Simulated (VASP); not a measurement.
# TiN (Fm-3m) in VASP: settings compared

TiN is run at these levels: PBE, revPBE+D3(BJ), r2SCAN+D4; tasks: relaxation of cell and atoms.

All numbers are computed with VASP 6.6.1; they aren't measurements. Logs are shortened: lines on timing, memory, paths and dates and some standing lists are left out, and cuts for length are marked.

## (1) The cell of the first run

Symmetry: Fm-3m, No. 225, cubic system. Conventional cell: a = 4.238 Å, b = 4.238 Å, c = 4.238 Å, α = 90.00°, β = 90.00°, γ = 90.00°. Ti (site symmetry m-3m) has 6 N at 2.12 Å within 2.8 Å. N (site symmetry m-3m) has 6 Ti at 2.12 Å within 2.8 Å.

## (2) Relaxation of cell and atoms, PBE

Contents of INCAR:

```
SYSTEM = TiN
PREC     = Accurate       ! precision mode
ENCUT    = 600            ! plane-wave cutoff, eV
EDIFF    = 1E-7           ! SCF threshold, eV
ISMEAR   = 0              ! smearing method
SIGMA    = 0.1            ! smearing width, eV
LREAL    = .False.        ! projectors in reciprocal space
LASPH    = .True.         ! aspherical terms in the spheres
NELM     = 120            ! most SCF steps
ALGO     = Normal         ! electronic algorithm
ISIF     = 3              ! what is computed and relaxed
LWAVE    = .False.        ! write WAVECAR
LCHARG   = .False.        ! write CHGCAR
GGA      = PE             ! functional
IBRION   = 2              ! ionic algorithm
NSW      = 80             ! ionic steps
EDIFFG   = -0.05          ! ionic threshold
GGA_COMPAT= .False.      
NELMIN   = 4
```

Contents of KPOINTS:

```
Automatic mesh
0
Gamma
  11 11 11
  0 0 0
```

Contents of POSCAR:

```
TiN
1.0
    0.0000000000      2.1190000000      2.1190000000
    2.1190000000      0.0000000000      2.1190000000
    2.1190000000      2.1190000000      0.0000000000
Ti N
1 1
Direct
    0.0000000000      0.0000000000      0.0000000000
    0.5000000000      0.5000000000      0.5000000000
```

Potentials or basis: VASP PAW PBE potentials, release 64 (Ti_sv, N).

Run with:

```console
$ cat potpaw_PBE.64/Ti_sv/POTCAR potpaw_PBE.64/N/POTCAR > POTCAR
$ mpirun -np 1 vasp_std > vasp.out
```

OUTCAR:

```text
SYSTEM = TiN
   PREC = Accurate
   ENCUT = 600
   EDIFF = 1E-7
   ISMEAR = 0
   LREAL = .False.
   LASPH = .True.
   NELM = 120
   ISIF = 3
   GGA = PE
   IBRION = 2
   NSW = 80
   EDIFFG = -0.05
   NELMIN = 4

 ion  position               nearest neighbor table
   1  0.000  0.000  0.000-   2 2.12   2 2.12   2 2.12   2 2.12   2 2.12   2 2.12
   2  0.500  0.500  0.500-   1 2.12   1 2.12   1 2.12   1 2.12   1 2.12   1 2.12

  LATTYP: Found a face centered cubic cell.
 ALAT       =     4.2380000000

  Lattice vectors:

 A1 = (   0.0000000000,   2.1190000000,   2.1190000000)
 A2 = (   2.1190000000,   0.0000000000,   2.1190000000)
 A3 = (   2.1190000000,   2.1190000000,   0.0000000000)

Analysis of symmetry for initial positions (statically):
=====================================================================
 Subroutine PRICEL returns:
 Original cell was already a primitive cell.

 Routine SETGRP: Setting up the symmetry group for a
 face centered cubic supercell.

 Subroutine GETGRP returns: Found 48 space group operations
 (whereof 48 operations were pure point group operations)
 out of a pool of 48 trial point group operations.

The static configuration has the point symmetry O_h .

Analysis of symmetry for dynamics (positions and initial velocities):
=====================================================================
 Subroutine PRICEL returns:
 Original cell was already a primitive cell.

 Routine SETGRP: Setting up the symmetry group for a
 face centered cubic supercell.

 Subroutine GETGRP returns: Found 48 space group operations
 (whereof 48 operations were pure point group operations)
 out of a pool of 48 trial point group operations.

The dynamic configuration has the point symmetry O_h .

 Subroutine INISYM returns: Found 48 space group operations
 (whereof 48 operations are pure point group operations),
 and found     1 'primitive' translations

----------------------------------------------------------------------------------------

                                     Primitive cell

  volume of cell :      19.0293

  direct lattice vectors                    reciprocal lattice vectors
     0.000000000  2.119000000  2.119000000    -0.235960359  0.235960359  0.235960359
     2.119000000  0.000000000  2.119000000     0.235960359 -0.235960359  0.235960359
     2.119000000  2.119000000  0.000000000     0.235960359  0.235960359 -0.235960359

  length of vectors
     2.996718539  2.996718539  2.996718539     0.408695330  0.408695330  0.408695330

  position of ions in fractional coordinates (direct lattice)
     0.000000000  0.000000000  0.000000000
     0.500000000  0.500000000  0.500000000

  ion indices of the primitive-cell ions
   primitive index   ion index
                 1           1
                 2           2

----------------------------------------------------------------------------------------

 KPOINTS: Automatic mesh

Automatic generation of k-mesh.
 Grid dimensions read from file:
 generate k-points for:   11   11   11

 Generating k-lattice:

  Cartesian coordinates                     Fractional coordinates (reciprocal lattice)
    -0.021450942  0.021450942  0.021450942     0.090909091  0.000000000  0.000000000
     0.021450942 -0.021450942  0.021450942     0.000000000  0.090909091  0.000000000
     0.021450942  0.021450942 -0.021450942     0.000000000  0.000000000  0.090909091

  Length of vectors
     0.037154121  0.037154121  0.037154121

  Shift w.r.t. Gamma in fractional coordinates (k-lattice)
     0.000000000  0.000000000  0.000000000

 Subroutine IBZKPT returns following result:
 ===========================================

 Found     56 irreducible k-points:

 Following reciprocal coordinates:
            Coordinates               Weight
  0.000000  0.000000  0.000000      1.000000
  0.090909  0.000000  0.000000      8.000000
  0.181818  0.000000  0.000000      8.000000
  0.272727  0.000000  0.000000      8.000000
  0.363636  0.000000  0.000000      8.000000
  0.454545  0.000000  0.000000      8.000000
[... 16 lines left out ...]
 -0.272727  0.181818  0.000000     24.000000
 -0.181818  0.181818  0.000000     12.000000
 [... further k-points ...]
   k-points           NKPTS =     56   k-points in BZ     NKDIM =     56   number of bands    NBANDS=     12
   number of dos      NEDOS =    301   number of ions     NIONS =      2
   total plane-waves  NPLWV =  13824
   dimension x,y,z NGX =    24 NGY =   24 NGZ =   24
   dimension x,y,z NGXF=    48 NGYF=   48 NGZF=   48
   ions per type =               1   1
   NGX,Y,Z   is equivalent  to a cutoff of  13.31, 13.31, 13.31 a.u.
   NGXF,Y,Z  is equivalent  to a cutoff of  26.63, 26.63, 26.63 a.u.
 SYSTEM =  TiN
   PREC   = accura    normal or accurate (medium, high low for compatibility)
   ISTART =      0    job   : 0-new  1-cont  2-samecut
   ICHARG =      2    charge: 1-file 2-atom 10-const
   ISPIN  =      1    spin polarized calculation?
   LNONCOLLINEAR =      F non collinear calculations
   LSORBIT =      F    spin-orbit coupling
   LASPH  =      T    aspherical Exc in radial PAW
   ENCUT  =  600.0 eV  44.10 Ry    6.64 a.u.   5.99  5.99  5.99*2*pi/ulx,y,z
   NELM   =    120;   NELMIN=  4; NELMDL= -5     # of ELM steps
   EDIFF  = 0.1E-06   stopping-criterion for ELM
   LREAL  =      F    real-space projection
   EDIFFG = -.5E-01   stopping-criterion for IOM
   NSW    =     80    number of steps for IOM
   IBRION =      2    ionic relax: 0-MD 1-quasi-New 2-CG
   NFREE  =      1    steps in history (QN), initial steepest desc. (CG)
   ISIF   =      3    stress and relaxation
   ISYM   =      2    0-nonsym 1-usesym 2-fastsym
   POTIM  = 0.5000    time-step for ionic-motion
   TEBEG  =    0.0;   TEEND  =   0.0 temperature during run
   PSTRESS=    0.0 pullay stress
   NELECT =      17.0000    total number of electrons
   NUPDOWN=      -1.0000    fix difference up-down
   EMIN   =  10.00;   EMAX   =-10.00  energy-range for DOS
   EFERMI =   0.00;   METHOD = LEGACY
   ISMEAR =     0;   SIGMA  =   0.10  broadening in eV -4-tet -1-fermi 0-gaus
   EFERMI_NEDOS =   21; number of points for ismear=-14 and -15
   IALGO  =     38    algorithm
   IMIX   =      4    mixing-type and parameters
     AMIX     =   0.40;   BMIX     =  1.00
     AMIX_MAG =   1.60;   BMIX_MAG =  1.00
  volume/ion in A,a.u.               =       9.51        64.21
  Fermi-wavevector in a.u.,A,eV,Ry     =   1.576704  2.979539 33.824024  2.485996
  Thomas-Fermi vector in A             =   2.677497
   LORBIT       =      0    0 simple, 1 ext, 2 COOP (PROOUT), +10 PAW based schemes
   GGA     = PE    functional components
   LHFCALC =     F    Hartree Fock is set to
   AEXX    =    0.0000 exact exchange contribution
   IVDW    =     0    specifies the selected vdW correction
   LEPSILON=     F    determine dielectric tensor
   LRPA    =     F    only Hartree local field effects (RPA)
 conjugate gradient relaxation of ions
 non-spin polarized calculation
 Gauss-broadening in eV      SIGMA  =   0.10
  energy-cutoff  :      600.00
  volume of cell :       19.03
 maximum number of plane-waves:       648
   NGX = 11   NGY = 11   NGZ = 11

--------------------------------------- Ionic step        1  -------------------------------------------

 number of electron      17.0000001 magnetization

 Free energy of the ion-electron system (eV)
  ---------------------------------------------------
  ext. energy  EPLUGINS =         0.00000000
  ---------------------------------------------------
  free energy    TOTEN  =       -19.63201578 eV

  energy without entropy =      -19.62531580  energy(sigma->0) =      -19.62866579

------------------------ aborting loop because EDIFF is reached ----------------------------------------

  FORCE on cell =-STRESS in cart. coord.  units (eV):
  Direction    XX          YY          ZZ          XY          YZ          ZX
  --------------------------------------------------------------------------------------
  -------------------------------------------------------------------------------------
  Total        0.2639698      0.2639698      0.2639698      0.0000000      0.0000000      0.0000000
  in kB       22.2250062     22.2250062     22.2250062      0.0000000      0.0000000      0.0000000
  external PRESSURE =      22.2250062 kB  Pullay stress =       0.0000000 kB
[... 57 lines left out ...]
  energy  without entropy=      -19.6242369741  energy(sigma->0) =      -19.62763970

--------------------------------------- Ionic step        3  -------------------------------------------

 number of electron      17.0000002 magnetization

 Free energy of the ion-electron system (eV)
  ---------------------------------------------------
  ext. energy  EPLUGINS =         0.00000000
  ---------------------------------------------------
  free energy    TOTEN  =       -19.63305939 eV

  energy without entropy =      -19.62631574  energy(sigma->0) =      -19.62968756

 E-fermi :  11.3901     XC(G=0): -12.9906

 val. band max:       11.3868667147   @ k =  -0.1818   0.0909   0.0000
 cond. band min:      11.4157333723   @ k =   0.1818   0.0000   0.0000
 fundamental gap:      0.0288666576
 Fermi energy:        11.3901308965

 k-point     1 :       0.0000    0.0000    0.0000
  band No.  band energies     occupation
      1     -46.5027      2.00000
      2     -22.4865      2.00000
      3     -22.4865      2.00000
      4     -22.4865      2.00000
      5      -5.6915      2.00000
      6       9.3415      2.00000
      7       9.3415      2.00000
      8       9.3415      2.00000
      9      10.7663      2.00000
     10      10.7663      2.00000
     11      10.7663      2.00000
     12      11.9482      0.00000
[... 331 lines left out ...]
 k-point    24 :      -0.1818    0.1818    0.0000
  band No.  band energies     occupation
      1     -46.4402      2.00000
      2     -22.8333      2.00000
      3     -22.6148      2.00000
      4     -22.5081      2.00000
      5      -4.3512      2.00000
      6       5.3399      2.00000
      7       6.5854      2.00000
      8       7.0923      2.00000
      9      11.6596      0.00014
     10      12.4181      0.00000
     11      12.7961      0.00000
     12      13.7391      0.00000

 [... further k-points ...]

------------------------ aborting loop because EDIFF is reached ----------------------------------------

  FORCE on cell =-STRESS in cart. coord.  units (eV):
  Direction    XX          YY          ZZ          XY          YZ          ZX
  --------------------------------------------------------------------------------------
  -------------------------------------------------------------------------------------
  Total        0.0017299      0.0017299      0.0017299      0.0000000     -0.0000000      0.0000000
  in kB        0.1445009      0.1445009      0.1445009      0.0000000     -0.0000000      0.0000000
  external PRESSURE =       0.1445009 kB  Pullay stress =       0.0000000 kB
[... 17 lines left out ...]
  FREE ENERGIE OF THE ION-ELECTRON SYSTEM (eV)
  ---------------------------------------------------
  free  energy   TOTEN  =       -19.6330593882 eV

  energy  without entropy=      -19.6263157372  energy(sigma->0) =      -19.62968756

 reached required accuracy - stopping structural energy minimisation
```

Wall time 36 s (1 thread of Intel Xeon Platinum 8488C (Sapphire Rapids), shared host); peak memory 0.14 GiB.

Results:

```yaml
Free_energy: -19.6331 eV
Relaxed_volume: 9.59 Å³/atom
Relaxed_cell: a = 3.005 Å, b = 3.005 Å, c = 3.005 Å, α = 60.00°, β = 60.00°, γ = 60.00°
Space_group_after_relaxing_to_0.1_Å: Fm-3m (No. 225)
Energy_gained_by_relaxing: 0.5 meV/atom
Ionic_steps: 3
Pressure_after_relaxing: 0.0 GPa
Band_gap_on_the_k_mesh: zero (an odd number of electrons rules out a gap without spin polarisation)
```

Step by step:
```csv
step,energy change (eV),largest force (eV/Å),pressure (GPa),volume (Å³)
1,0.0000,0.0000,2.22,19.03
2,0.0010,0.0000,-2.97,19.40
3,-0.0010,0.0000,0.01,19.18
```

Final structure:
```
Ti N
1.0
     0.00000    2.12461    2.12461
     2.12461    0.00000    2.12461
     2.12461    2.12461    0.00000
Ti N
1 1
Direct
  0.00000 0.00000 0.00000
  0.50000 0.50000 0.50000
```

## (3) Relaxation of cell and atoms, revPBE+D3(BJ)

Contents of INCAR:

```
SYSTEM = TiN
PREC = Accurate
ENCUT = 600
EDIFF = 1E-7
ISMEAR = 0
SIGMA = 0.1
LREAL = .False.
LASPH = .True.
NELM = 120
ALGO = Normal
ISIF = 3
LWAVE = .False.
LCHARG = .False.
GGA = RE
IVDW = 12
IBRION = 2
NSW = 80
EDIFFG = -0.05
GGA_COMPAT = .False.
NELMIN = 4
```

Contents of KPOINTS:

```
regular mesh
0
Gamma
  11 11 11
  0 0 0
```

POSCAR is that of step 2.

Potentials or basis: VASP PAW PBE potentials, release 64 (Ti_sv, N).

Run with:

```console
$ cat potpaw_PBE.64/Ti_sv/POTCAR potpaw_PBE.64/N/POTCAR > POTCAR
$ mpirun -np 1 vasp_std > vasp.out
```

Run time: 37 s. Hardware: 1 thread of Intel Xeon Platinum 8488C (Sapphire Rapids), shared host; peak memory 0.16 GiB.

Results (log left out):

- Free energy: -20.6556 eV
- Relaxed volume: 9.18 Å³/atom
- Relaxed cell: a = 2.962 Å, b = 2.962 Å, c = 2.962 Å, α = 60.00°, β = 60.00°, γ = 60.00°
- Space group after relaxing (to 0.1 Å): Fm-3m (No. 225)
- Energy gained by relaxing: 10.7 meV/atom
- Ionic steps: 3
- Pressure after relaxing: -0.1 GPa
- Band gap on the k mesh: zero (an odd number of electrons rules out a gap without spin polarisation)
- Dispersion energy per atom: -0.934 eV

Step by step:
| step | energy change (eV) | largest force (eV/Å) | pressure (GPa) | volume (Å³) |
| --- | --- | --- | --- | --- |
| 1 | 0.0000 | 0.0000 | -9.93 | 19.03 |
| 2 | 0.0247 | 0.0000 | 16.96 | 17.45 |
| 3 | -0.0214 | 0.0000 | -0.12 | 18.37 |

Final structure:
```
Ti N
1.0
     0.00000    2.09420    2.09420
     2.09420    0.00000    2.09420
     2.09420    2.09420    0.00000
Ti N
1 1
Direct
  0.00000 0.00000 0.00000
  0.50000 0.50000 0.50000
```

Levels at points of the mesh, in eV from the Fermi level:
```
           k point  band 6  band 7  band 8  band 9  band 10  band 11  band 12
(0.00, 0.00, 0.00)   -2.13   -2.13   -2.13   -0.66    -0.66    -0.66     0.59
```

Caveat: the PAW data sets were made with another functional, which shifts forces and pressure a little.

(Part 1 of 2 ends here.)

The gap in the log of VASP goes by the Fermi energy; the results here count the filled bands.